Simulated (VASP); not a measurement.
# ZnS (P6_3mc) in VASP: a series of runs

The runs below take ZnS through relaxation of shape and atoms at fixed volume, relaxation of cell and atoms, with PBEsol.

All numbers are computed with VASP 6.6.1; they aren't measurements. Logs are shortened: lines on timing, memory, paths and dates and some standing lists are left out, and cuts for length are marked.

### Step 1. The cell of the first run

The structure is hexagonal, space group P6_3mc (No. 186). The conventional cell has a = 3.731 Å, b = 3.731 Å, c = 6.126 Å, α = 90.00°, β = 90.00°, γ = 120.00°. Within 3.0 Å of Zn (site symmetry 3m) lie 4 S at 2.29 Å. S (site symmetry 3m) has 4 Zn at 2.29 Å within 3.0 Å.

### Step 2. Relaxation of shape and atoms at fixed volume, PBEsol (volume scaled by 0.960)

INCAR reads:

```
SYSTEM = ZnS
  PREC = Accurate
  ENCUT = 600
  EDIFF = 1E-6
  ISMEAR = 0
  SIGMA = 0.05
  LREAL = .False.
  LASPH = .True.
  NELM = 80
  ALGO = Normal
  ISIF = 4
  LWAVE = .False.
  LCHARG = .False.
  GGA = PS
  IBRION = 2
  NSW = 60
  EDIFFG = -0.01
```

KPOINTS reads:

```
Automatic mesh
0
Gamma
  10 10 6
  0 0 0
```

POSCAR reads:

```
ZnS
1.0
    3.7305129978      0.0000000000      0.0000000000
   -1.8652564989      3.2307190253      0.0000000000
    0.0000000000      0.0000000000      6.1257263875
Zn S
2 2
Direct
    0.3333333333      0.6666666667      0.0054595352
    0.6666666667      0.3333333333      0.5054595352
    0.3333333333      0.6666666667      0.3795404648
    0.6666666667      0.3333333333      0.8795404648
```

Potentials or basis: VASP PAW PBE potentials, release 64 (Zn, S).

The run is started by

```bash
$ cat potpaw_PBE.64/Zn/POTCAR potpaw_PBE.64/S/POTCAR > POTCAR
$ mpirun -np 1 vasp_std > vasp.out
```

OUTCAR:

```text
SYSTEM = ZnS
   PREC = Accurate
   ENCUT = 600
   EDIFF = 1E-6
   ISMEAR = 0
   LREAL = .False.
   LASPH = .True.
   NELM = 80
   ISIF = 4
   GGA = PS
   IBRION = 2
   NSW = 60
   EDIFFG = -0.01

 ion  position               nearest neighbor table
   1  0.333  0.667  0.005-   4 2.29   4 2.29   4 2.29   3 2.29
   2  0.667  0.333  0.505-   3 2.29   3 2.29   3 2.29   4 2.29
   3  0.333  0.667  0.380-   2 2.29   2 2.29   2 2.29   1 2.29
   4  0.667  0.333  0.880-   1 2.29   1 2.29   1 2.29   2 2.29

  LATTYP: Found a hexagonal cell.
 ALAT       =     3.7305129978
 C/A-ratio  =     1.6420600575

  Lattice vectors:

 A1 = (   3.7305129978,   0.0000000000,   0.0000000000)
 A2 = (  -1.8652564989,   3.2307190253,   0.0000000000)
 A3 = (   0.0000000000,   0.0000000000,   6.1257263875)

Analysis of symmetry for initial positions (statically):
=====================================================================
 Subroutine PRICEL returns:
 Original cell was already a primitive cell.

 Routine SETGRP: Setting up the symmetry group for a
 hexagonal supercell.

 Subroutine GETGRP returns: Found 12 space group operations
 (whereof  6 operations were pure point group operations)
 out of a pool of 24 trial point group operations.

The static configuration has the point symmetry C_3v.
 The point group associated with its full space group is C_6v.

Analysis of symmetry for dynamics (positions and initial velocities):
=====================================================================
 Subroutine PRICEL returns:
 Original cell was already a primitive cell.

 Routine SETGRP: Setting up the symmetry group for a
 hexagonal supercell.

 Subroutine GETGRP returns: Found 12 space group operations
 (whereof  6 operations were pure point group operations)
 out of a pool of 24 trial point group operations.

The dynamic configuration has the point symmetry C_3v.
 The point group associated with its full space group is C_6v.

 Subroutine INISYM returns: Found 12 space group operations
 (whereof  6 operations are pure point group operations),
 and found     1 'primitive' translations

----------------------------------------------------------------------------------------

                                     Primitive cell

  volume of cell :      73.8287

  direct lattice vectors                    reciprocal lattice vectors
     3.730512998  0.000000000  0.000000000     0.268059648  0.154764310  0.000000000
    -1.865256499  3.230719025  0.000000000     0.000000000  0.309528620  0.000000000
     0.000000000  0.000000000  6.125726388     0.000000000  0.000000000  0.163245946

  length of vectors
     3.730512998  3.730512998  6.125726388     0.309528620  0.309528620  0.163245946

  position of ions in fractional coordinates (direct lattice)
     0.333333333  0.666666667  0.005459535
     0.666666667  0.333333333  0.505459535
     0.333333333  0.666666667  0.379540465
     0.666666667  0.333333333  0.879540465

  ion indices of the primitive-cell ions
   primitive index   ion index
                 1           1
                 2           2
                 3           3
                 4           4

----------------------------------------------------------------------------------------

 KPOINTS: Automatic mesh

Automatic generation of k-mesh.
 Grid dimensions read from file:
 generate k-points for:   10   10    6

 Generating k-lattice:

  Cartesian coordinates                     Fractional coordinates (reciprocal lattice)
     0.026805965  0.015476431  0.000000000     0.100000000  0.000000000  0.000000000
     0.000000000  0.030952862  0.000000000     0.000000000  0.100000000  0.000000000
[... 58 lines left out ...]
   EDIFF  = 0.1E-05   stopping-criterion for ELM
   LREAL  =      F    real-space projection
   EDIFFG = -.1E-01   stopping-criterion for IOM
   NSW    =     60    number of steps for IOM
   IBRION =      2    ionic relax: 0-MD 1-quasi-New 2-CG
   NFREE  =      1    steps in history (QN), initial steepest desc. (CG)
   ISIF   =      4    stress and relaxation
   ISYM   =      2    0-nonsym 1-usesym 2-fastsym
   POTIM  = 0.5000    time-step for ionic-motion
   TEBEG  =    0.0;   TEEND  =   0.0 temperature during run
   PSTRESS=    0.0 pullay stress
   NELECT =      36.0000    total number of electrons
   NUPDOWN=      -1.0000    fix difference up-down
   EMIN   =  10.00;   EMAX   =-10.00  energy-range for DOS
   EFERMI =   0.00;   METHOD = LEGACY
   ISMEAR =     0;   SIGMA  =   0.05  broadening in eV -4-tet -1-fermi 0-gaus
   EFERMI_NEDOS =   21; number of points for ismear=-14 and -15
   IALGO  =     38    algorithm
   IMIX   =      4    mixing-type and parameters
     AMIX     =   0.40;   BMIX     =  1.00
     AMIX_MAG =   1.60;   BMIX_MAG =  1.00
  volume/ion in A,a.u.               =      18.46       124.56
  Fermi-wavevector in a.u.,A,eV,Ry     =   1.288548  2.435002 22.590509  1.660356
  Thomas-Fermi vector in A             =   2.420495
   LORBIT       =      0    0 simple, 1 ext, 2 COOP (PROOUT), +10 PAW based schemes
   GGA     = PS    functional components
   LHFCALC =     F    Hartree Fock is set to
   AEXX    =    0.0000 exact exchange contribution
   IVDW    =     0    specifies the selected vdW correction
   LEPSILON=     F    determine dielectric tensor
   LRPA    =     F    only Hartree local field effects (RPA)
 conjugate gradient relaxation of ions
 non-spin polarized calculation
 Gauss-broadening in eV      SIGMA  =   0.05
  energy-cutoff  :      600.00
  volume of cell :       73.83
 maximum number of plane-waves:      2539
 NGX is ok and might be reduce to    30
   NGX = 15   NGY = 15   NGZ = 25

--------------------------------------- Ionic step        1  -------------------------------------------

 number of electron      35.9999985 magnetization

 Free energy of the ion-electron system (eV)
  ---------------------------------------------------
  ext. energy  EPLUGINS =         0.00000000
  ---------------------------------------------------
  free energy    TOTEN  =       -15.13051696 eV

  energy without entropy =      -15.13051696  energy(sigma->0) =      -15.13051696

------------------------ aborting loop because EDIFF is reached ----------------------------------------

  FORCE on cell =-STRESS in cart. coord.  units (eV):
  Direction    XX          YY          ZZ          XY          YZ          ZX
  --------------------------------------------------------------------------------------
  -------------------------------------------------------------------------------------
  Total        1.6923050      1.6923050      1.7116003      0.0000000      0.0000000      0.0000000
  in kB       36.7251749     36.7251749     37.1439084      0.0000000      0.0000000      0.0000000
  external PRESSURE =      36.8647527 kB  Pullay stress =       0.0000000 kB

 VOLUME and BASIS-vectors are now :
 -----------------------------------------------------------------------------
  energy-cutoff  :      600.00
  volume of cell :       73.83
      direct lattice vectors                 reciprocal lattice vectors
     3.730512998  0.000000000  0.000000000     0.268059648  0.154764310  0.000000000
    -1.865256499  3.230719025  0.000000000     0.000000000  0.309528620  0.000000000
     0.000000000  0.000000000  6.125726388     0.000000000  0.000000000  0.163245946

 POSITION                                       TOTAL-FORCE (eV/Angst)
 -----------------------------------------------------------------------------------
     -0.00000      2.15381      0.03344         0.000000     -0.000000      0.010779
      1.86526      1.07691      3.09631        -0.000000      0.000000      0.010779
     -0.00000      2.15381      2.32496         0.000000     -0.000000     -0.010779
      1.86526      1.07691      5.38782         0.000000      0.000000     -0.010779
 -----------------------------------------------------------------------------------
    total drift:                               -0.000001     -0.000001      0.000912

  FREE ENERGIE OF THE ION-ELECTRON SYSTEM (eV)
  ---------------------------------------------------
  free  energy   TOTEN  =       -15.1305169634 eV

  energy  without entropy=      -15.1305169634  energy(sigma->0) =      -15.13051696

--------------------------------------- Ionic step        2  -------------------------------------------

 number of electron      35.9999984 magnetization

 Free energy of the ion-electron system (eV)
  ---------------------------------------------------
  ext. energy  EPLUGINS =         0.00000000
  ---------------------------------------------------
  free energy    TOTEN  =       -15.13053867 eV

  energy without entropy =      -15.13053867  energy(sigma->0) =      -15.13053867

 E-fermi :   2.9314     XC(G=0): -10.1584

 val. band max:        2.6816115331   @ k =   0.0000   0.0000   0.0000
 cond. band min:       5.0271934678   @ k =   0.0000   0.0000   0.0000
 fundamental gap:      2.3455819347
 Fermi energy:         2.9313964560

 k-point     1 :       0.0000    0.0000    0.0000
  band No.  band energies     occupation
      1     -10.9945      2.00000
      2      -9.9182      2.00000
      3      -3.9968      2.00000
      4      -3.9768      2.00000
      5      -3.9768      2.00000
      6      -3.8843      2.00000
[... 589 lines left out ...]
     21       8.2116      0.00000
     22       9.0909      0.00000

 [... further k-points ...]
[... 5 lines left out ...]
  --------------------------------------------------------------------------------------
  -------------------------------------------------------------------------------------
  Total        1.7128023      1.7128023      1.7486948      0.0000000      0.0000000      0.0000000
  in kB       37.1699920     37.1699920     37.9489066      0.0000000      0.0000000      0.0000000
  external PRESSURE =      37.4296302 kB  Pullay stress =       0.0000000 kB

 VOLUME and BASIS-vectors are now :
 -----------------------------------------------------------------------------
  energy-cutoff  :      600.00
  volume of cell :       73.83
      direct lattice vectors                 reciprocal lattice vectors
     3.730223639  0.000000000  0.000000000     0.268080442  0.154776315  0.000000000
    -1.865111819  3.230468433  0.000000000     0.000000000  0.309552630  0.000000000
     0.000000000  0.000000000  6.126676788     0.000000000 -0.000000000  0.163220623

 POSITION                                       TOTAL-FORCE (eV/Angst)
 -----------------------------------------------------------------------------------
     -0.00000      2.15365      0.03397        -0.000000      0.000000      0.005701
      1.86511      1.07682      3.09731         0.000000     -0.000000      0.005701
     -0.00000      2.15365      2.32480         0.000000     -0.000000     -0.005701
      1.86511      1.07682      5.38814        -0.000000      0.000000     -0.005701
 -----------------------------------------------------------------------------------
    total drift:                               -0.000001     -0.000001      0.000547

  FREE ENERGIE OF THE ION-ELECTRON SYSTEM (eV)
  ---------------------------------------------------
  free  energy   TOTEN  =       -15.1305386652 eV

  energy  without entropy=      -15.1305386652  energy(sigma->0) =      -15.13053867

 reached required accuracy - stopping structural energy minimisation
```

It took 83 s on 1 thread of AMD EPYC 7R13 (Zen 3), shared host; peak memory 0.23 GiB.

What came out:

```yaml
Free_energy: -15.1305 eV
Energy_gained_by_relaxing: 0.0 meV/atom
Ionic_steps: 2
Pressure_after_relaxing: 3.7 GPa
Largest_force_after_relaxing: 0.006 eV/Å
Band_gap_on_the_k_mesh: 2.35 eV, direct
```

Forces in eV/Å, atoms in the order of the input:
```
Zn   0.000  0.000  0.006
Zn   0.000  0.000  0.006
S    0.000  0.000 -0.006
S    0.000  0.000 -0.006
```

Stress tensor (GPa, compression positive):
```
3.72 0.00 0.00
0.00 3.72 0.00
0.00 0.00 3.79
```

Final structure:
```xyz
4
Lattice="3.7302 0.0000 0.0000 -1.8651 3.2305 0.0000 0.0000 0.0000 6.1267" Properties=species:S:1:pos:R:3 pbc="T T T"
Zn    0.0000    2.1536    0.0340
Zn    1.8651    1.0768    3.0973
S     0.0000    2.1536    2.3248
S     1.8651    1.0768    5.3881
```

Caveat: the PAW data sets were made with another functional, which shifts forces and pressure a little.

### Step 3. Relaxation of shape and atoms at fixed volume, PBEsol (volume scaled by 0.980)

INCAR reads:

```
PREC = Accurate ; ENCUT = 600
EDIFF = 1E-6 ; ISMEAR = 0
SIGMA = 0.05 ; LREAL = False
LASPH = True ; NELM = 100
ALGO = Normal ; ISIF = 4
LWAVE = False ; LCHARG = False
GGA = PS ; IBRION = 2
NSW = 60 ; EDIFFG = -0.01
```

KPOINTS reads:

```
Automatic mesh
0
Gamma
  10 10 6
```

POSCAR reads:

```
ZnS
1.0
    3.7562414867      0.0000000000      0.0000000000
   -1.8781207434      3.2530005502      0.0000000000
    0.0000000000      0.0000000000      6.1679741114
Zn S
2 2
Direct
    0.3333333333      0.6666666667      0.0054595352
    0.6666666667      0.3333333333      0.5054595352
    0.3333333333      0.6666666667      0.3795404648
    0.6666666667      0.3333333333      0.8795404648
```

Potentials or basis: VASP PAW PBE potentials, release 64 (Zn, S).

The run is started by

```bash
$ cat potpaw_PBE.64/Zn/POTCAR potpaw_PBE.64/S/POTCAR > POTCAR
$ mpirun -np 1 vasp_std > vasp.out
```

It took 79 s on 1 thread of AMD EPYC 7R13 (Zen 3), shared host; peak memory 0.22 GiB.

Results (log left out):

```
Free energy                  : -15.1576 eV
Pressure after relaxing      : 1.8 GPa
Largest force after relaxing : 0.006 eV/Å
Band gap on the k mesh       : 2.25 eV, direct
```

Forces on the atoms (eV/Å):
```
Zn   0.000  0.000  0.006
Zn   0.000  0.000  0.006
S    0.000  0.000 -0.006
S    0.000  0.000 -0.006
```

Final structure:
```xyz
4
Lattice="3.7562 0.0000 0.0000 -1.8781 3.2530 0.0000 0.0000 0.0000 6.1680" Properties=species:S:1:pos:R:3 pbc="T T T"
Zn    0.0000    2.1687    0.0337
Zn    1.8781    1.0843    3.1177
S     0.0000    2.1687    2.3410
S     1.8781    1.0843    5.4250
```

Levels at points of the mesh, in eV from the valence-band top:
| k point | band 16 | band 17 | band 18 | band 19 | band 20 | band 21 |
| --- | --- | --- | --- | --- | --- | --- |
| (0.00, 0.00, 0.00) | -0.09 | 0.00 | 0.00 | 2.25 | 3.06 | 6.19 |
| (0.50, 0.00, 0.00) | -2.42 | -1.86 | -0.96 | 3.49 | 4.25 | 4.94 |
| (0.00, 0.00, 0.50) | -0.51 | -0.51 | -0.51 | 3.56 | 3.56 | 6.66 |
| (0.50, 0.00, 0.50) | -1.77 | -1.75 | -1.75 | 3.41 | 3.41 | 5.08 |

Caveat: the relaxation stopped at its first step, so nothing moved; the PAW data sets were made with another functional, which shifts forces and pressure a little.

### Step 4. Relaxation of shape and atoms at fixed volume, PBEsol (volume scaled by 1.020)

INCAR reads:

```
SYSTEM = ZnS
PREC = Accurate
ENCUT = 600
EDIFF = 1E-6
ISMEAR = 0
SIGMA = 0.05
LREAL = .FALSE.
LASPH = .TRUE.
NELM = 80
ALGO = Normal
ISIF = 4
LWAVE = .FALSE.
LCHARG = .FALSE.
GGA = PS
IBRION = 2
NSW = 60
EDIFFG = -0.01
```

KPOINTS reads:

```
regular mesh
0
G
  10 10 6
  0 0 0
```

POSCAR reads:

```
ZnS
1.0
    3.8066668526      0.0000000000      0.0000000000
   -1.9033334263      3.2966701981      0.0000000000
    0.0000000000      0.0000000000      6.2507755906
Zn S
2 2
Direct
    0.3333333333      0.6666666667      0.0054595352
    0.6666666667      0.3333333333      0.5054595352
    0.3333333333      0.6666666667      0.3795404648
    0.6666666667      0.3333333333      0.8795404648
```

The run is started by

```bash
$ cat potpaw_PBE.64/Zn/POTCAR potpaw_PBE.64/S/POTCAR > POTCAR
$ mpirun -np 1 vasp_std > vasp.out
```

It took 90 s on 1 thread of AMD EPYC 7R13 (Zen 3), shared host; peak memory 0.22 GiB.

It converged, with:

* Free energy: -15.1625 eV
* Pressure after relaxing: -1.3 GPa
* Largest force after relaxing: 0.004 eV/Å
* Band gap on the k mesh: 2.07 eV, direct

Forces on the atoms (eV/Å):
```
Zn   0.000  0.000 -0.004
Zn   0.000  0.000 -0.004
S    0.000  0.000  0.004
S    0.000  0.000  0.004
```

Final structure:
```xyz
4
Lattice="3.8067 0.0000 0.0000 -1.9033 3.2967 0.0000 0.0000 0.0000 6.2508" Properties=species:S:1:pos:R:3 pbc="T T T"
Zn    0.0000    2.1978    0.0341
Zn    1.9033    1.0989    3.1595
S     0.0000    2.1978    2.3724
S     1.9033    1.0989    5.4978
```

Levels at points of the mesh, in eV from the valence-band top:
```
           k point  band 15  band 16  band 17  band 18  band 19  band 20  band 21  band 22
(0.00, 0.00, 0.00)    -0.91    -0.09     0.00     0.00     2.07     3.00     6.22     6.22
(0.50, 0.00, 0.00)    -3.34    -2.27    -1.74    -0.90     3.54     4.15     4.98     6.81
(0.00, 0.00, 0.50)    -0.48    -0.48    -0.48    -0.48     3.45     3.45     6.70     6.70
(0.50, 0.00, 0.50)    -1.67    -1.67    -1.64    -1.64     3.41     3.41     5.11     5.11
```

Caveat: the relaxation stopped at its first step, so nothing moved; the PAW data sets were made with another functional, which shifts forces and pressure a little.

(Part 1 of 2 ends here.)
